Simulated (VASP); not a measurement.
# W (P6_3/mmc) in VASP: relaxation of cell and atoms with BLYP

Aim: the relaxation of cell and atoms of W with BLYP.

Program: VASP 6.6.1. These are calculated values, not measurements. Logs are shortened: lines on timing, memory, paths and dates and some standing lists are left out, and cuts for length are marked.

**1. The cell of the first run**

The structure is hexagonal, space group P6_3/mmc (No. 194). The conventional cell has a = 2.819 Å, b = 2.819 Å, c = 9.208 Å, α = 90.00°, β = 90.00°, γ = 120.00°. W (site symmetry -3m) has 12 W at 2.82 Å within 3.7 Å. Within 3.7 Å of W (site symmetry -6m2) lie 12 W at 2.82 Å.

This isn't the form of W at room conditions, which is bcc.

**2. Relaxation of cell and atoms, BLYP**

INCAR reads:

```
SYSTEM = W
AGGAC = 1.0
AGGAX = 1.0
ALDAC = 0.0
ALDAX = 1.0
ALGO = Normal
EDIFF = 1E-7
EDIFFG = -0.01
ENCUT = 600
GGA = B5
IBRION = 2
ISIF = 3
ISMEAR = -1
LASPH = .TRUE.
LCHARG = .FALSE.
LREAL = .FALSE.
LWAVE = .FALSE.
NELM = 100
NSW = 80
PREC = Accurate
SIGMA = 0.1
```

KPOINTS reads:

```
k-points
0
G
  13 13 4
  0 0 0
```

POSCAR reads:

```
W
1.0
    2.8194054199      0.0000000000      0.0000000000
   -1.4097027100      2.4416767172      0.0000000000
    0.0000000000      0.0000000000      9.2081781015
W
4
Direct
    0.0000000000      0.0000000000      0.0000000000
    0.0000000000      0.0000000000      0.5000000000
    0.3333333333      0.6666666667      0.2500000000
    0.6666666667      0.3333333333      0.7500000000
```

Potentials or basis: VASP PAW PBE potentials, release 64 (W_sv).

Launch:

```console
$ cat potpaw_PBE.64/W_sv/POTCAR > POTCAR
$ mpirun -np 1 vasp_std > vasp.out
```

OUTCAR:

```text
SYSTEM = W
   EDIFF = 1E-7
   EDIFFG = -0.01
   ENCUT = 600
   GGA = B5
   IBRION = 2
   ISIF = 3
   ISMEAR = -1
   LASPH = .TRUE.
   LREAL = .FALSE.
   NELM = 100
   NSW = 80
   PREC = Accurate

 ion  position               nearest neighbor table
   1  0.000  0.000  0.000-   3 2.82   4 2.82   4 2.82   3 2.82   4 2.82   3 2.82
   2  0.000  0.000  0.500-   3 2.82   4 2.82   4 2.82   3 2.82   4 2.82   3 2.82
   3  0.333  0.667  0.250-   1 2.82   2 2.82   1 2.82   2 2.82   1 2.82   2 2.82
   4  0.667  0.333  0.750-   1 2.82   2 2.82   1 2.82   2 2.82   1 2.82   2 2.82

  LATTYP: Found a hexagonal cell.
 ALAT       =     2.8194054199
 C/A-ratio  =     3.2660000000

  Lattice vectors:

 A1 = (   2.8194054199,   0.0000000000,   0.0000000000)
 A2 = (  -1.4097027100,   2.4416767172,   0.0000000000)
 A3 = (   0.0000000000,   0.0000000000,   9.2081781015)

Analysis of symmetry for initial positions (statically):
=====================================================================
 Subroutine PRICEL returns:
 Original cell was already a primitive cell.

 Routine SETGRP: Setting up the symmetry group for a
 hexagonal supercell.

 Subroutine GETGRP returns: Found 24 space group operations
 (whereof 12 operations were pure point group operations)
 out of a pool of 24 trial point group operations.

The static configuration has the point symmetry D_3d.
 The point group associated with its full space group is D_6h.

Analysis of symmetry for dynamics (positions and initial velocities):
=====================================================================
 Subroutine PRICEL returns:
 Original cell was already a primitive cell.

 Routine SETGRP: Setting up the symmetry group for a
 hexagonal supercell.

 Subroutine GETGRP returns: Found 24 space group operations
 (whereof 12 operations were pure point group operations)
 out of a pool of 24 trial point group operations.

The dynamic configuration has the point symmetry D_3d.
 The point group associated with its full space group is D_6h.

 Subroutine INISYM returns: Found 24 space group operations
 (whereof 12 operations are pure point group operations),
 and found     1 'primitive' translations

----------------------------------------------------------------------------------------

                                     Primitive cell

  volume of cell :      63.3898

  direct lattice vectors                    reciprocal lattice vectors
     2.819405420  0.000000000  0.000000000     0.354684712  0.204777314  0.000000000
    -1.409702710  2.441676717  0.000000000     0.000000000  0.409554628  0.000000000
     0.000000000  0.000000000  9.208178101     0.000000000  0.000000000  0.108599116

  length of vectors
     2.819405420  2.819405420  9.208178101     0.409554628  0.409554628  0.108599116

  position of ions in fractional coordinates (direct lattice)
     0.000000000  0.000000000  0.000000000
     0.000000000  0.000000000  0.500000000
     0.333333333  0.666666667  0.250000000
     0.666666667  0.333333333  0.750000000

  ion indices of the primitive-cell ions
   primitive index   ion index
                 1           1
                 2           2
                 3           3
                 4           4

----------------------------------------------------------------------------------------

 KPOINTS: k-points

Automatic generation of k-mesh.
 Grid dimensions read from file:
 generate k-points for:   13   13    4

 Generating k-lattice:

  Cartesian coordinates                     Fractional coordinates (reciprocal lattice)
     0.027283439  0.015752101  0.000000000     0.076923077  0.000000000  0.000000000
     0.000000000  0.031504202  0.000000000     0.000000000  0.076923077  0.000000000
     0.000000000  0.000000000  0.027149779     0.000000000  0.000000000  0.250000000

  Length of vectors
     0.031504202  0.031504202  0.027149779

  Shift w.r.t. Gamma in fractional coordinates (k-lattice)
     0.000000000  0.000000000  0.000000000

 Subroutine IBZKPT returns following result:
 ===========================================

 Found     63 irreducible k-points:

 Following reciprocal coordinates:
            Coordinates               Weight
  0.000000  0.000000  0.000000      1.000000
  0.076923  0.000000  0.000000      6.000000
  0.153846 -0.000000  0.000000      6.000000
  0.230769  0.000000  0.000000      6.000000
  0.307692 -0.000000  0.000000      6.000000
  0.384615  0.000000  0.000000      6.000000
[... 16 lines left out ...]
  0.076923  0.000000  0.250000     12.000000
  0.153846 -0.000000  0.250000     12.000000
 [... further k-points ...]
   k-points           NKPTS =     63   k-points in BZ     NKDIM =     63   number of bands    NBANDS=     33
   number of dos      NEDOS =    301   number of ions     NIONS =      4
   total plane-waves  NPLWV =  46080
   dimension x,y,z NGX =    24 NGY =   24 NGZ =   80
   dimension x,y,z NGXF=    48 NGYF=   48 NGZF=  160
   ions per type =               4
   NGX,Y,Z   is equivalent  to a cutoff of  14.15, 14.15, 14.44 a.u.
   NGXF,Y,Z  is equivalent  to a cutoff of  28.30, 28.30, 28.89 a.u.
 SYSTEM =  W
   PREC   = accura    normal or accurate (medium, high low for compatibility)
   ISTART =      0    job   : 0-new  1-cont  2-samecut
   ICHARG =      2    charge: 1-file 2-atom 10-const
   ISPIN  =      1    spin polarized calculation?
   LNONCOLLINEAR =      F non collinear calculations
   LSORBIT =      F    spin-orbit coupling
   LASPH  =      T    aspherical Exc in radial PAW
   ENCUT  =  600.0 eV  44.10 Ry    6.64 a.u.   5.63  5.63 18.39*2*pi/ulx,y,z
   NELM   =    100;   NELMIN=  2; NELMDL= -5     # of ELM steps
   EDIFF  = 0.1E-06   stopping-criterion for ELM
   LREAL  =      F    real-space projection
   EDIFFG = -.1E-01   stopping-criterion for IOM
   NSW    =     80    number of steps for IOM
   IBRION =      2    ionic relax: 0-MD 1-quasi-New 2-CG
   NFREE  =      1    steps in history (QN), initial steepest desc. (CG)
   ISIF   =      3    stress and relaxation
   ISYM   =      2    0-nonsym 1-usesym 2-fastsym
   POTIM  = 0.5000    time-step for ionic-motion
   TEBEG  =    0.0;   TEEND  =   0.0 temperature during run
   PSTRESS=    0.0 pullay stress
   NELECT =      56.0000    total number of electrons
   NUPDOWN=      -1.0000    fix difference up-down
   EMIN   =  10.00;   EMAX   =-10.00  energy-range for DOS
   EFERMI =   0.00;   METHOD = LEGACY
   ISMEAR =    -1;   SIGMA  =   0.10  broadening in eV -4-tet -1-fermi 0-gaus
   EFERMI_NEDOS =   21; number of points for ismear=-14 and -15
   IALGO  =     38    algorithm
   IMIX   =      4    mixing-type and parameters
     AMIX     =   0.40;   BMIX     =  1.00
     AMIX_MAG =   1.60;   BMIX_MAG =  1.00
  volume/ion in A,a.u.               =      15.85       106.94
  Fermi-wavevector in a.u.,A,eV,Ry     =   1.570837  2.968451 33.572756  2.467528
  Thomas-Fermi vector in A             =   2.672510
   LORBIT       =      0    0 simple, 1 ext, 2 COOP (PROOUT), +10 PAW based schemes
   GGA     = B5    functional components
   LHFCALC =     F    Hartree Fock is set to
   AEXX    =    0.0000 exact exchange contribution
   IVDW    =     0    specifies the selected vdW correction
   LEPSILON=     F    determine dielectric tensor
   LRPA    =     F    only Hartree local field effects (RPA)
 conjugate gradient relaxation of ions
 non-spin polarized calculation
  energy-cutoff  :      600.00
  volume of cell :       63.39
 maximum number of plane-waves:      2149
 NGX is ok and might be reduce to    24
   NGX = 11   NGY = 11   NGZ = 37

--------------------------------------- Ionic step        1  -------------------------------------------

 number of electron      56.0000007 magnetization

 Free energy of the ion-electron system (eV)
  ---------------------------------------------------
  ext. energy  EPLUGINS =         0.00000000
  ---------------------------------------------------
  free energy    TOTEN  =       -42.95507124 eV

  energy without entropy =      -42.77782966  energy(sigma->0) =      -42.86645045

------------------------ aborting loop because EDIFF is reached ----------------------------------------

  FORCE on cell =-STRESS in cart. coord.  units (eV):
  Direction    XX          YY          ZZ          XY          YZ          ZX
  --------------------------------------------------------------------------------------
  -------------------------------------------------------------------------------------
  Total        7.7984469      7.7984469     11.2628881     -0.0000000      0.0000000      0.0000000
  in kB      197.1057535    197.1057535    284.6695071     -0.0000000      0.0000000      0.0000000
  external PRESSURE =     226.2936714 kB  Pullay stress =       0.0000000 kB
[... 23 lines left out ...]
  energy  without entropy=      -42.7778296618  energy(sigma->0) =      -42.86645045

--------------------------------------- Ionic step        2  -------------------------------------------

 number of electron      56.0000011 magnetization

 E-fermi :   7.6998     XC(G=0): -11.3537

 val. band max:        7.6986804276   @ k =   0.0769   0.0000   0.0000
 cond. band min:       7.7070043055   @ k =   0.3846   0.1538   0.2500
 fundamental gap:      0.0083238779
 Fermi energy:         7.6998482588

 k-point     1 :       0.0000    0.0000    0.0000
  band No.  band energies     occupation
      1     -66.0374      2.00000
      2     -66.0290      2.00000
      3     -66.0185      2.00000
      4     -66.0101      2.00000
      5     -30.6121      2.00000
      6     -30.4171      2.00000
[... 853 lines left out ...]
     32       8.1616      0.01956
     33       8.5872      0.00028

 [... further k-points ...]

------------------------ aborting loop because EDIFF is reached ----------------------------------------

  FORCE on cell =-STRESS in cart. coord.  units (eV):
  Direction    XX          YY          ZZ          XY          YZ          ZX
  --------------------------------------------------------------------------------------
  -------------------------------------------------------------------------------------
  Total      -20.6660201    -20.6660201    -15.9779635      0.0000000     -0.0000000     -0.0000000
  in kB     -384.1968508   -384.1968508   -297.0423530      0.0000000     -0.0000000     -0.0000000
  external PRESSURE =    -355.1453515 kB  Pullay stress =       0.0000000 kB
[... 57 lines left out ...]
  FREE ENERGIE OF THE ION-ELECTRON SYSTEM (eV)
  ---------------------------------------------------
  free  energy   TOTEN  =       -43.3074570441 eV

  energy  without entropy=      -43.1173464655  energy(sigma->0) =      -43.21240175

[... ionic steps 4 to 8 ...]

--------------------------------------- Ionic step        9  -------------------------------------------

 number of electron      56.0000005 magnetization

------------------------ aborting loop because EDIFF is reached ----------------------------------------

  FORCE on cell =-STRESS in cart. coord.  units (eV):
  Direction    XX          YY          ZZ          XY          YZ          ZX
  --------------------------------------------------------------------------------------
  -------------------------------------------------------------------------------------
  Total       -0.0025960     -0.0025960      0.0443493      0.0000000     -0.0000000      0.0000000
  in kB       -0.0605254     -0.0605254      1.0340023      0.0000000     -0.0000000      0.0000000
  external PRESSURE =       0.3043172 kB  Pullay stress =       0.0000000 kB
[... 61 lines left out ...]
  energy  without entropy=      -43.3082900016  energy(sigma->0) =      -43.37740827

--------------------------------------- Ionic step       11  -------------------------------------------

 number of electron      56.0000005 magnetization

 Free energy of the ion-electron system (eV)
  ---------------------------------------------------
  ext. energy  EPLUGINS =         0.00000000
  ---------------------------------------------------
  free energy    TOTEN  =       -43.44652981 eV

  energy without entropy =      -43.30829795  energy(sigma->0) =      -43.37741388

 E-fermi :  10.5190     XC(G=0): -12.5286

 val. band max:       10.5168960886   @ k =   0.4615   0.0769   0.2500
 cond. band min:      10.5378525965   @ k =   0.0769   0.0000   0.5000
 fundamental gap:      0.0209565079
 Fermi energy:        10.5190338157

 k-point     1 :       0.0000    0.0000    0.0000
  band No.  band energies     occupation
      1     -62.8967      2.00000
      2     -62.8773      2.00000
      3     -62.8488      2.00000
      4     -62.8293      2.00000
      5     -27.8142      2.00000
      6     -27.4353      2.00000
[... 853 lines left out ...]
     32      11.1832      0.00261
     33      11.6831      0.00002

 [... further k-points ...]

------------------------ aborting loop because EDIFF is reached ----------------------------------------

  FORCE on cell =-STRESS in cart. coord.  units (eV):
  Direction    XX          YY          ZZ          XY          YZ          ZX
  --------------------------------------------------------------------------------------
  -------------------------------------------------------------------------------------
  Total       -0.0247419     -0.0247419      0.0201040      0.0000000     -0.0000000      0.0000000
  in kB       -0.5767390     -0.5767390      0.4686291      0.0000000     -0.0000000      0.0000000
  external PRESSURE =      -0.2282830 kB  Pullay stress =       0.0000000 kB
[... 19 lines left out ...]
  FREE ENERGIE OF THE ION-ELECTRON SYSTEM (eV)
  ---------------------------------------------------
  free  energy   TOTEN  =       -43.4465298135 eV

  energy  without entropy=      -43.3082979475  energy(sigma->0) =      -43.37741388

 reached required accuracy - stopping structural energy minimisation
```

Wall time 13 min (1 thread of Intel Xeon Platinum 8488C (Sapphire Rapids), shared host); peak memory 0.28 GiB.

Results:

- Free energy: -43.4465 eV
- Relaxed volume: 17.18 Å³/atom
- Relaxed cell: a = 2.818 Å, b = 2.818 Å, c = 9.993 Å, α = 90.00°, β = 90.00°, γ = 120.00°
- Space group after relaxing (to 0.1 Å): P6_3/mmc (No. 194)
- Energy gained by relaxing: 122.9 meV/atom
- Ionic steps: 11
- Pressure after relaxing: 0.0 GPa
- Band gap on the k mesh: zero (bands 28 and 29 overlap by 1.81 eV)

Stress tensor (GPa, compression positive):
```
-0.06  0.00  0.00
 0.00 -0.06  0.00
 0.00  0.00  0.05
```

The path:
```csv
step,energy change (eV),largest force (eV/Å),pressure (GPa),volume (Å³)
1,0.0000,0.0000,22.63,63.39
2,1.9973,0.0000,-35.51,86.18
3,-0.3524,0.0000,-2.56,69.09
4,-0.3551,0.0000,-0.97,68.65
5,-0.4601,0.0000,-0.75,68.72
6,-0.2074,0.0000,5.30,68.52
7,-0.4889,0.0000,-0.24,68.72
8,-0.4914,0.0000,0.09,68.72
9,-0.4915,0.0000,0.03,68.72
10,-0.4915,0.0000,-0.08,68.75
11,-0.4915,0.0000,-0.02,68.73
```

Final structure:
```xyz
4
Lattice="2.8181 0.0000 0.0000 -1.4091 2.4406 0.0000 0.0000 0.0000 9.9934" Properties=species:S:1:pos:R:3 pbc="T T T"
W     0.0000    0.0000    0.0000
W     0.0000    0.0000    4.9967
W     0.0000    1.6270    2.4984
W     1.4091    0.8135    7.4951
```

Caveat: the PAW data sets were made with another functional, which shifts forces and pressure a little; spin-orbit coupling is left out, which moves the levels of the heavy elements.

The gap in the log of VASP goes by the Fermi energy; the results here count the filled bands.